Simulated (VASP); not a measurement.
Here is a VASP 6.6.1 calculation.

File POSCAR:

```
SnO2
1.0
    4.7605144913      0.0000000000      0.0000000000
    0.0000000000      4.7606977633      0.0000000000
    0.0000000000      0.0000000000      3.2000515029
Sn O
2 4
Direct
    0.5000000000      0.5000000000      0.5000000000
    0.0000000000      0.0000000000      0.0000000000
    0.3058348108      0.3059224605      0.0000000000
    0.8058348108      0.1940775395      0.5000000000
    0.1941651892      0.8059224605      0.5000000000
    0.6941651892      0.6940775395      0.0000000000
```

INCAR.step1

```
  PREC = Accurate
  ENCUT = 520
  EDIFF = 1E-5
  ISMEAR = 0
  SIGMA = 0.01
  LREAL = False
  LASPH = True
  NELM = 80
  ALGO = Normal
  ISIF = 2
  LWAVE = True
  LCHARG = False
  GGA = PE
  NBANDS = 35
```

File INCAR.step2:

```
  PREC = Accurate
  ENCUT = 520
  EDIFF = 1E-6
  ISMEAR = 0
  SIGMA = 0.01
  LREAL = False
  LASPH = True
  NELM = 80
  ALGO = Normal
  ISIF = 2
  LWAVE = False
  LCHARG = False
  GGA = PE
  LHFCALC = True
  HFSCREEN = 0.2079
  PRECFOCK = Fast
  ISTART = 1
  NBANDS = 35
```

KPOINTS

```
Automatic mesh
0
Gamma
  2 2 4
```

Potentials or basis: VASP PAW PBE potentials, release 64 (Sn_d, O).

Run with:

```sh
$ cat potpaw_PBE.64/Sn_d/POTCAR potpaw_PBE.64/O/POTCAR > POTCAR
$ cp INCAR.step1 INCAR
$ mpirun -np 1 vasp_std > vasp.out
$ cp INCAR.step2 INCAR
$ mpirun -np 1 vasp_std > vasp.out
```

(1) What does it give for the largest force?

(2) Predict the band gap on the k mesh.

Answers

(1) 0.061 eV/Å.

(2) 2.86 eV.

Caveat: the k points lie up to 0.66 Å⁻¹ apart; the PAW data sets were made with another functional, which shifts forces and pressure a little; spin-orbit coupling is left out, which moves the levels of the heavy elements.
